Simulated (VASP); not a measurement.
# Zn (I4/mmm) in VASP: single point with LDA

Aim: the single point of Zn with LDA.

Program: VASP 6.6.1. These are calculated values, not measurements. Logs are shortened: lines on timing, memory, paths and dates and some standing lists are left out, and cuts for length are marked.

### Step 1. The cell of the first run

The structure is tetragonal, space group I4/mmm (No. 139). Conventional cell: a = 5.045 Å, b = 5.045 Å, c = 9.126 Å, α = 90.00°, β = 90.00°, γ = 90.00°.

### Step 2. Single point, LDA

The input, INCAR:

```
SYSTEM = Zn
PREC     = Accurate       ! precision mode
ENCUT    = 520            ! plane-wave cutoff, eV
EDIFF    = 1E-6           ! SCF threshold, eV
ISMEAR   = -1             ! smearing method
SIGMA    = 0.15           ! smearing width, eV
LREAL    = .False.        ! projectors in reciprocal space
LASPH    = .True.         ! aspherical terms in the spheres
NELM     = 60             ! most SCF steps
ALGO     = Normal         ! electronic algorithm
ISIF     = 2              ! what is computed and relaxed
LWAVE    = .False.        ! write WAVECAR
LCHARG   = .False.        ! write CHGCAR
NBANDS   = 12             ! bands
```

The input, KPOINTS:

```
regular mesh
0
Gamma
  7 7 7
  0 0 0
```

The input, POSCAR:

```
Zn
1.0
   -2.5226680000      2.5226680000      4.5629090000
    2.5226680000     -2.5226680000      4.5629090000
    2.5226680000      2.5226680000     -4.5629090000
Zn
1
Direct
    0.0000000000      0.0000000000      0.0000000000
```

Potentials or basis: VASP PAW LDA potentials, release 64 (Zn).

Command:

```bash
> cat potpaw_LDA.64/Zn/POTCAR > POTCAR
> mpirun -np 1 vasp_std > vasp.out
```

OUTCAR:

```text
SYSTEM = Zn
   PREC = Accurate
   ENCUT = 520
   EDIFF = 1E-6
   ISMEAR = -1
   LREAL = .False.
   LASPH = .True.
   NELM = 60
   ISIF = 2

 ion  position               nearest neighbor table
   1  0.000  0.000  0.000-

  LATTYP: Found a body centered tetragonal cell.
 ALAT       =     5.0453360000
 C/A-ratio  =     1.8087631825

  Lattice vectors:

 A1 = (  -2.5226680000,   2.5226680000,   4.5629090000)
 A2 = (   2.5226680000,  -2.5226680000,   4.5629090000)
 A3 = (   2.5226680000,   2.5226680000,  -4.5629090000)

Analysis of symmetry for initial positions (statically):
=====================================================================
 Subroutine PRICEL returns:
 Original cell was already a primitive cell.

 Routine SETGRP: Setting up the symmetry group for a
 body centered tetragonal supercell.

 Subroutine GETGRP returns: Found 16 space group operations
 (whereof 16 operations were pure point group operations)
 out of a pool of 16 trial point group operations.

The static configuration has the point symmetry D_4h.

Analysis of symmetry for dynamics (positions and initial velocities):
=====================================================================
 Subroutine PRICEL returns:
 Original cell was already a primitive cell.

 Routine SETGRP: Setting up the symmetry group for a
 body centered tetragonal supercell.

 Subroutine GETGRP returns: Found 16 space group operations
 (whereof 16 operations were pure point group operations)
 out of a pool of 16 trial point group operations.

The dynamic configuration has the point symmetry D_4h.

 Subroutine INISYM returns: Found 16 space group operations
 (whereof 16 operations are pure point group operations),
 and found     1 'primitive' translations

----------------------------------------------------------------------------------------

                                     Primitive cell

  volume of cell :     116.1507

  direct lattice vectors                    reciprocal lattice vectors
    -2.522668000  2.522668000  4.562909000     0.000000000  0.198202855  0.109579218
     2.522668000 -2.522668000  4.562909000     0.198202855  0.000000000  0.109579218
     2.522668000  2.522668000 -4.562909000     0.198202855  0.198202855  0.000000000

  length of vectors
     5.792050260  5.792050260  5.792050260     0.226477321  0.226477321  0.280301166

  position of ions in fractional coordinates (direct lattice)
     0.000000000  0.000000000  0.000000000

  ion indices of the primitive-cell ions
   primitive index   ion index
                 1           1

----------------------------------------------------------------------------------------

 KPOINTS: regular mesh

Automatic generation of k-mesh.
 Grid dimensions read from file:
 generate k-points for:    7    7    7

 Generating k-lattice:

  Cartesian coordinates                     Fractional coordinates (reciprocal lattice)
     0.000000000  0.028314694  0.015654174     0.142857143  0.000000000  0.000000000
     0.028314694  0.000000000  0.015654174     0.000000000  0.142857143  0.000000000
     0.028314694  0.028314694  0.000000000     0.000000000  0.000000000  0.142857143

  Length of vectors
     0.032353903  0.032353903  0.040043024

  Shift w.r.t. Gamma in fractional coordinates (k-lattice)
     0.000000000  0.000000000  0.000000000

 Subroutine IBZKPT returns following result:
 ===========================================

 Found     40 irreducible k-points:

 Following reciprocal coordinates:
            Coordinates               Weight
  0.000000  0.000000  0.000000      1.000000
  0.142857  0.000000 -0.000000      8.000000
  0.285714  0.000000  0.000000      8.000000
  0.428571  0.000000  0.000000      8.000000
  0.142857  0.142857  0.000000      8.000000
  0.285714  0.142857  0.000000     16.000000
[... 16 lines left out ...]
 -0.142857  0.285714  0.142857      8.000000
 -0.428571  0.428571  0.142857      8.000000
 [... further k-points ...]
   k-points           NKPTS =     40   k-points in BZ     NKDIM =     40   number of bands    NBANDS=     12
   number of dos      NEDOS =    301   number of ions     NIONS =      1
   total plane-waves  NPLWV = 110592
   dimension x,y,z NGX =    48 NGY =   48 NGZ =   48
   dimension x,y,z NGXF=    96 NGYF=   96 NGZF=   96
   ions per type =               1
   NGX,Y,Z   is equivalent  to a cutoff of  13.78, 13.78, 13.78 a.u.
   NGXF,Y,Z  is equivalent  to a cutoff of  27.55, 27.55, 27.55 a.u.
 SYSTEM =  Zn
   PREC   = accura    normal or accurate (medium, high low for compatibility)
   ISTART =      0    job   : 0-new  1-cont  2-samecut
   ICHARG =      2    charge: 1-file 2-atom 10-const
   ISPIN  =      1    spin polarized calculation?
   LNONCOLLINEAR =      F non collinear calculations
   LSORBIT =      F    spin-orbit coupling
   LASPH  =      T    aspherical Exc in radial PAW
   ENCUT  =  520.0 eV  38.22 Ry    6.18 a.u.  10.77 10.77 10.77*2*pi/ulx,y,z
   NELM   =     60;   NELMIN=  2; NELMDL= -5     # of ELM steps
   EDIFF  = 0.1E-05   stopping-criterion for ELM
   LREAL  =      F    real-space projection
   EDIFFG = 0.1E-04   stopping-criterion for IOM
   NSW    =      0    number of steps for IOM
   IBRION =     -1    ionic relax: 0-MD 1-quasi-New 2-CG
   NFREE  =      0    steps in history (QN), initial steepest desc. (CG)
   ISIF   =      2    stress and relaxation
   ISYM   =      2    0-nonsym 1-usesym 2-fastsym
   POTIM  = 0.5000    time-step for ionic-motion
   TEBEG  =    0.0;   TEEND  =   0.0 temperature during run
   PSTRESS=    0.0 pullay stress
   NELECT =      12.0000    total number of electrons
   NUPDOWN=      -1.0000    fix difference up-down
   EMIN   =  10.00;   EMAX   =-10.00  energy-range for DOS
   EFERMI =   0.00;   METHOD = LEGACY
   ISMEAR =    -1;   SIGMA  =   0.15  broadening in eV -4-tet -1-fermi 0-gaus
   EFERMI_NEDOS =   21; number of points for ismear=-14 and -15
   IALGO  =     38    algorithm
   IMIX   =      4    mixing-type and parameters
     AMIX     =   0.40;   BMIX     =  1.00
     AMIX_MAG =   1.60;   BMIX_MAG =  1.00
  volume/ion in A,a.u.               =     116.15       783.82
  Fermi-wavevector in a.u.,A,eV,Ry     =   0.768177  1.451644  8.028740  0.590096
  Thomas-Fermi vector in A             =   1.868893
   LORBIT       =      0    0 simple, 1 ext, 2 COOP (PROOUT), +10 PAW based schemes
   GGA     = CA    functional components
   LHFCALC =     F    Hartree Fock is set to
   AEXX    =    0.0000 exact exchange contribution
   IVDW    =     0    specifies the selected vdW correction
   LEPSILON=     F    determine dielectric tensor
   LRPA    =     F    only Hartree local field effects (RPA)
 non-spin polarized calculation
  energy-cutoff  :      520.00
  volume of cell :      116.15
 maximum number of plane-waves:      3152
 NGX is ok and might be reduce to    48
   NGX = 21   NGY = 21   NGZ = 21

 number of electron      11.9999994 magnetization

 Free energy of the ion-electron system (eV)
  ---------------------------------------------------
  ext. energy  EPLUGINS =         0.00000000
  ---------------------------------------------------
  free energy    TOTEN  =        -0.05444488 eV

  energy without entropy =       -0.05443197  energy(sigma->0) =       -0.05443842

 E-fermi :  -3.2109     XC(G=0):  -4.1876

 val. band max:       -5.0021502980   @ k =   0.4286   0.4286   0.0000
 cond. band min:      -1.4754656825   @ k =  -0.4286  -0.4286   0.4286
 fundamental gap:      3.5266846155
 Fermi energy:        -3.2108776790

 k-point     1 :       0.0000    0.0000    0.0000
  band No.  band energies     occupation
      1      -9.5323      2.00000
      2      -9.5290      2.00000
      3      -9.5262      2.00000
      4      -9.5262      2.00000
      5      -9.5232      2.00000
      6      -5.8124      2.00000
      7       0.8303      0.00000
      8       1.2106      0.00000
      9       1.2106      0.00000
     10       1.6038      0.00000
     11       4.5130      0.00000
     12       4.7927      0.00000

 k-point     2 :       0.1429    0.0000   -0.0000
  band No.  band energies     occupation
      1      -9.5313      2.00000
      2      -9.5284      2.00000
      3      -9.5265      2.00000
      4      -9.5259      2.00000
      5      -9.5236      2.00000
      6      -5.7294      2.00000
      7       0.1689      0.00000
      8       0.7879      0.00000
      9       1.2179      0.00000
     10       2.3570      0.00000
     11       4.1775      0.00000
     12       4.5818      0.00000

 k-point     3 :       0.2857    0.0000    0.0000
  band No.  band energies     occupation
      1      -9.5304      2.00000
      2      -9.5276      2.00000
      3      -9.5255      2.00000
      4      -9.5253      2.00000
      5      -9.5244      2.00000
      6      -5.5180      2.00000
      7      -0.8327      0.00000
      8       0.5120      0.00000
      9       1.2417      0.00000
     10       2.5092      0.00000
     11       3.9811      0.00000
     12       4.8690      0.00000
[... 286 lines left out ...]
 k-point    23 :      -0.1429    0.2857    0.1429
  band No.  band energies     occupation
      1      -9.5301      2.00000
      2      -9.5281      2.00000
      3      -9.5256      2.00000
      4      -9.5248      2.00000
      5      -9.5228      2.00000
      6      -5.3553      2.00000
      7      -1.2456      0.00000
      8       0.0593      0.00000
      9       1.3153      0.00000
     10       2.9367      0.00000
     11       4.0626      0.00000
     12       4.6215      0.00000

 k-point    24 :      -0.4286    0.4286    0.1429
  band No.  band energies     occupation
      1      -9.5285      2.00000
      2      -9.5277      2.00000
      3      -9.5253      2.00000
      4      -9.5252      2.00000
      5      -9.5217      2.00000
      6      -5.0869      1.99999
      7      -1.0391      0.00000
      8      -0.2885      0.00000
      9      -0.1718      0.00000
     10       2.7342      0.00000
     11       3.4061      0.00000
     12       5.6954      0.00000

 [... further k-points ...]
[... 5 lines left out ...]
  --------------------------------------------------------------------------------------
  -------------------------------------------------------------------------------------
  Total       -0.1566212     -0.1566212     -0.1028952      0.0000000      0.0000000      0.0000000
  in kB       -2.1604246     -2.1604246     -1.4193317      0.0000000      0.0000000      0.0000000
  external PRESSURE =      -1.9133936 kB  Pullay stress =       0.0000000 kB

 VOLUME and BASIS-vectors are now :
 -----------------------------------------------------------------------------
  energy-cutoff  :      520.00
  volume of cell :      116.15
      direct lattice vectors                 reciprocal lattice vectors
    -2.522668000  2.522668000  4.562909000     0.000000000  0.198202855  0.109579218
     2.522668000 -2.522668000  4.562909000     0.198202855  0.000000000  0.109579218
     2.522668000  2.522668000 -4.562909000     0.198202855  0.198202855  0.000000000

 POSITION                                       TOTAL-FORCE (eV/Angst)
 -----------------------------------------------------------------------------------
      0.00000      0.00000      0.00000        -0.000000      0.000000     -0.000000
 -----------------------------------------------------------------------------------
    total drift:                               -0.000000      0.000000      0.000000

  FREE ENERGIE OF THE ION-ELECTRON SYSTEM (eV)
  ---------------------------------------------------
  free  energy   TOTEN  =        -0.0544448804 eV

  energy  without entropy=       -0.0544319685  energy(sigma->0) =       -0.05443842
```

Wall time 26 s (1 thread of Intel Xeon Platinum 8559C (Emerald Rapids), shared host); peak memory 0.26 GiB.

What came out:

- Free energy: -0.0544 eV
- Pressure: -0.2 GPa
- Band gap on the k mesh: 3.53 eV, indirect (least direct gap 3.80 eV)

Levels at points of the mesh, in eV from the valence-band top:
| k point | band 3 | band 4 | band 5 | band 6 | band 7 | band 8 | band 9 | band 10 |
| --- | --- | --- | --- | --- | --- | --- | --- | --- |
| (0.00, 0.00, 0.00) | -4.52 | -4.52 | -4.52 | -0.81 | 5.83 | 6.21 | 6.21 | 6.61 |

A k mesh can miss the band edges.
